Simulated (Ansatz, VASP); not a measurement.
Na: VASP beside Ansatz

```
Na
1.0
     3.68877    0.03689    0.00000
    -1.81244    3.17613    0.00000
     0.00000    0.00000    6.26919
Na
2
Direct
  0.33333 0.66667 0.25000
  0.66667 0.33333 0.75000
```

Change from the starting cell: xy shear strain of +2 %, crystal datasets.

Alike in both runs: task electric field gradients; functional PBE; k mesh 10 × 10 × 6; occupations fermi-dirac, width 0.05 eV; no spin polarisation.

|  | VASP | Ansatz |
| --- | --- | --- |
| version | VASP 6.6.1 | Ansatz 0.2.0 |
| potentials or method | VASP PAW PBE potentials, release 64 (Na_pv), cutoff 520 eV | all-electron PAW with datasets made for the crystal, scalar-relativistic |

|  | VASP | Ansatz | Ansatz less VASP |
| --- | --- | --- | --- |
| pressure (GPa) | 0.0 | 0.0 | +0.01 |
| traceless stress, the component that is largest in VASP (GPa) | -0.39 | -0.39 | +0.002 |
| rms of the force components (eV/Å) | 0.004 | 0.004 | 0.0000 |
| size of Vzz on the site where it differs most (V/Å²) | 0.3 | 0.3 | +0.01 |

Atom by atom the forces differ by 0.000 eV/Å (rms over components). Ansatz ran all-electron here, and VASP with PAW potentials.
